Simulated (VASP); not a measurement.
Crystal: Sn2PdSe5.

```
Sn Pd Se
1.0
     7.07340    0.00000    0.00000
    -3.53670    6.12575    0.00000
     0.00000    0.00000    5.46158
Sn Pd Se
2 1 5
Direct
  0.33333 0.66667 0.50000
  0.66667 0.33333 0.50000
  0.00000 0.00000 0.50000
  0.50000 0.00000 0.50000
  0.00000 0.50000 0.50000
  0.50000 0.50000 0.50000
  0.33333 0.66667 0.00000
  0.66667 0.33333 0.00000
```

The cell was built from a structure type or drawn by symmetry, and may not be a known phase.

* Program: VASP 6.6.1
* Task: relaxation of cell and atoms
* Functional: PBE
* Potentials or basis: VASP PAW PBE potentials, release 64 (Sn_d, Pd, Se)
* Cutoff: 500 eV
* k mesh: 2 × 2 × 2
* Occupations: gaussian, width 0.15 eV
* Spin: no spin polarisation

At the start: pressure 38.3 GPa; volume 29.58 Å³/atom.

Task: How do energy, volume and symmetry change on relaxing?

Result: Over 10 steps the energy falls by 1969.9 meV/atom and the volume is 47.03 Å³/atom (+59.0 %); space group P6/mmm (No. 191, to 0.1 Å) before and after.

The path:
| step | energy change (eV) | largest force (eV/Å) | pressure (GPa) | volume (Å³) |
| --- | --- | --- | --- | --- |
| 1 | 0.0000 | 0.0000 | 38.33 | 236.65 |
| 2 | -13.0596 | 0.0000 | -3.60 | 546.21 |
| 3 | -15.5318 | 0.0000 | -0.33 | 382.09 |
| 4 | -15.5357 | 0.0000 | -1.34 | 401.40 |
| 5 | -15.5543 | 0.0000 | -0.92 | 392.72 |
| 6 | -15.5528 | 0.0000 | -0.73 | 389.19 |
| 7 | -15.7363 | 0.0000 | -0.04 | 376.53 |
| 8 | -15.7524 | 0.0000 | 0.28 | 372.29 |
| 9 | -15.7524 | 0.0000 | 0.31 | 371.93 |
| 10 | -15.7591 | 0.0000 | 0.05 | 376.21 |

Final structure:
```
Sn Pd Se
1.0
     9.08654    0.00000    0.00000
    -4.54327    7.86918    0.00000
     0.00000    0.00000    5.26146
Sn Pd Se
2 1 5
Direct
  0.33333 0.66667 0.50000
  0.66667 0.33333 0.50000
  0.00000 0.00000 0.50000
  0.50000 0.00000 0.50000
  0.00000 0.50000 0.50000
  0.50000 0.50000 0.50000
  0.33333 0.66667 0.00000
  0.66667 0.33333 0.00000
```

Caveat: the k points lie up to 0.60 Å⁻¹ apart in the final cell, too coarse for converged energies and pressures of a metal; the volume moved by over 15 % at a fixed basis, so the end points are rough.
